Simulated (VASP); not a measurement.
Crystal: CaF2 (Fluorite).

```xyz
3
Lattice="0.0000 2.7196 2.7196 2.7196 0.0000 2.7196 2.7196 2.7196 0.0000" Properties=species:S:1:pos:R:3 pbc="T T T"
Ca    0.0000    0.0000    0.0000
F     1.3598    1.3598    1.3598
F     4.0794    4.0794    4.0794
```

Program: VASP 6.6.1. Alike in all runs: task single point; no spin polarisation; cell as given; k mesh 6 × 6 × 6; smearing gaussian 0.01 eV.

Q: Order these runs on this cell by their pressure, lowest first.
A. level LDA; potentials or basis VASP PAW LDA potentials, release 64 (Ca_sv, F); cutoff (eV) 600
B. level r2SCAN; potentials or basis VASP PAW PBE potentials, release 64 (Ca_sv, F); cutoff (eV) 660
C. level PBE; potentials or basis VASP PAW PBE potentials, release 64 (Ca_sv, F); cutoff (eV) 600

A: A (-5.2 GPa), B (0.4 GPa), C (3.6 GPa).

Caveats: the PAW data sets were made with another functional, which shifts forces and pressure a little (some runs).
